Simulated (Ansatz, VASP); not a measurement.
# SnO2 in VASP and in Ansatz

File INCAR:

```
SYSTEM = SnO2
ALGO = Normal ; EDIFF = 1E-7
ENCUT = 520 ; GGA = PE
ISIF = 2 ; ISMEAR = 0
LASPH = .TRUE. ; LCHARG = .FALSE.
LREAL = .FALSE. ; LWAVE = .FALSE.
NBANDS = 64 ; NELM = 80
PREC = Accurate ; SIGMA = 0.05
```

File KPOINTS:

```
k-points
0
G
  6 6 6
  0 0 0
```

POSCAR

```
SnO2
1.0
    0.0000000000      4.5220682583      4.5220682583
    4.5220682583      0.0000000000      4.5220682583
    4.5220682583      4.5220682583      0.0000000000
Sn O
4 8
Direct
    0.1643625195     -0.0324500780      0.5856374805
    0.6250000000      0.1250000000      0.1250000000
    0.1250000000      0.6250000000      0.1250000000
    0.1250000000      0.1250000000      0.1250000000
    0.8910551956      0.8910551956      0.8910551956
    0.8910551956      0.3268344131      0.8910551956
    0.8910551956      0.8910551956      0.3268344131
    0.3268344131      0.8910551956      0.8910551956
    0.9231655869      0.3589448044      0.3589448044
    0.3589448044      0.3589448044      0.9231655869
    0.3589448044      0.9231655869      0.3589448044
    0.3589448044      0.3589448044      0.3589448044
```

Input for Ansatz:

```yaml
crystal:
  lattice:
    - [0.0, 4.5220682583, 4.5220682583]
    - [4.5220682583, 0.0, 4.5220682583]
    - [4.5220682583, 4.5220682583, 0.0]
  atoms:
    - { symbol: Sn, position: [0.1643625195, -0.032450078, 0.5856374805] }
    - { symbol: Sn, position: [0.625, 0.125, 0.125] }
    - { symbol: Sn, position: [0.125, 0.625, 0.125] }
    - { symbol: Sn, position: [0.125, 0.125, 0.125] }
    - { symbol: O, position: [0.8910551956, 0.8910551956, 0.8910551956] }
    - { symbol: O, position: [0.8910551956, 0.3268344131, 0.8910551956] }
    - { symbol: O, position: [0.8910551956, 0.8910551956, 0.3268344131] }
    - { symbol: O, position: [0.3268344131, 0.8910551956, 0.8910551956] }
    - { symbol: O, position: [0.9231655869, 0.3589448044, 0.3589448044] }
    - { symbol: O, position: [0.3589448044, 0.3589448044, 0.9231655869] }
    - { symbol: O, position: [0.3589448044, 0.9231655869, 0.3589448044] }
    - { symbol: O, position: [0.3589448044, 0.3589448044, 0.3589448044] }
basis:
  ecutwfc: 420
kpoints:
  mp_grid: { grid: [6, 6, 6] }
hamiltonian:
  xc: pbe
  pseudopotentials: { kind: paw, azcp: { folder: soft_1 } }
scf:
  occupations: { method: gaussian, width: 0.05 }
output:
  forces: true
  stress: true
  eigenvalues: true
```

Alike in both runs: task single point; functional PBE; k mesh 6 × 6 × 6; occupations gaussian, width 0.05 eV; no spin polarisation.

|  | VASP | Ansatz |
| --- | --- | --- |
| version | VASP 6.6.1 | Ansatz 0.2.0 |
| potentials or method | VASP PAW PBE potentials, release 64 (Sn_d, O), cutoff 520 eV | scalar-relativistic, plane waves, PAW |
| valence electrons in the cell | 104 | 104 |

```csv
,VASP,Ansatz,Ansatz less VASP
pressure (GPa),18.8,19.6,+0.82
"traceless stress, the component that is largest in VASP (GPa)",-26.96,-28.55,-1.592
rms of the force components (eV/Å),10.319,11.073,+0.7543
```

Atom by atom the forces differ by 0.771 eV/Å (rms over components).
